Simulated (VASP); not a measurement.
Input of a VASP 6.6.1 run:

Contents of INCAR:

```
PREC = Accurate
ENCUT = 520
EDIFF = 1E-6
ISMEAR = -1
SIGMA = 0.05
LREAL = False
LASPH = True
NELM = 150
ALGO = Normal
ISIF = 2
LWAVE = False
LCHARG = False
ISPIN = 2
MAGMOM = -0.625 -0.625
LORBIT = 11
LMAXMIX = 4
GGA = RE
NBANDS = 21
```

File KPOINTS:

```
regular mesh
0
Gamma
  13 13 13
```

File POSCAR:

```
Ni
1.0
    0.0000000000      2.4323083595      2.4323083595
    2.4323083595      0.0000000000      2.4323083595
    2.4323083595      2.4323083595      0.0000000000
Ni
2
Direct
    0.0000000000      0.0000000000      0.0000000000
    0.5000000000      0.5000000000      0.5000000000
```

Potentials or basis: VASP PAW PBE potentials, release 64 (Ni).

Run with:

```bash
$ cat potpaw_PBE.64/Ni/POTCAR > POTCAR
$ mpirun -np 1 vasp_std > vasp.out
```

(1) Estimate the site moments.

(2) Predict the net moment.

(3) What does it give for the pressure?

## Answers

(1) Ni -0.80 μB.

(2) -1.56 μB per cell.

(3) -9.7 GPa.

Caveat: the cell stands under tension; the PAW data sets were made with another functional, which shifts forces and pressure a little.
